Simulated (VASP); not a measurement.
Input of a VASP 6.6.1 run:

INCAR

```
SYSTEM = CdF2
ALGO = Normal
EDIFF = 1E-6
ENCUT = 520
GGA = PE
ISIF = 2
ISMEAR = 0
LASPH = .True.
LCHARG = .False.
LREAL = .False.
LWAVE = .False.
NBANDS = 20
NELM = 100
PREC = Accurate
SIGMA = 0.05
```

The input KPOINTS:

```
k-points
0
Gamma
  8 8 8
  0 0 0
```

POSCAR

```
CdF2
1.0
    0.0000000000      2.6940000000      2.6940000000
    2.4919500000      0.0000000000      2.6940000000
    2.4919500000      2.6940000000      0.0000000000
Cd F
1 2
Direct
    0.0000000000      0.0000000000      0.0000000000
    0.2500000000      0.2500000000      0.2500000000
    0.7500000000      0.7500000000      0.7500000000
```

Potentials or basis: VASP PAW PBE potentials, release 64 (Cd, F).

Command:

```bash
$ cat potpaw_PBE.64/Cd/POTCAR potpaw_PBE.64/F/POTCAR > POTCAR
$ mpirun -np 1 vasp_std > vasp.out
```

(1) Estimate the pressure.

(2) Predict the band gap on the k mesh.

Results:

(1) 17.6 GPa.

(2) 3.16 eV, indirect (least direct gap 3.60 eV).

Caveat: the cell differs from its parent crystal (strain -0.0750 x Voigt [1, 0, 0, 0, 0, 0]).
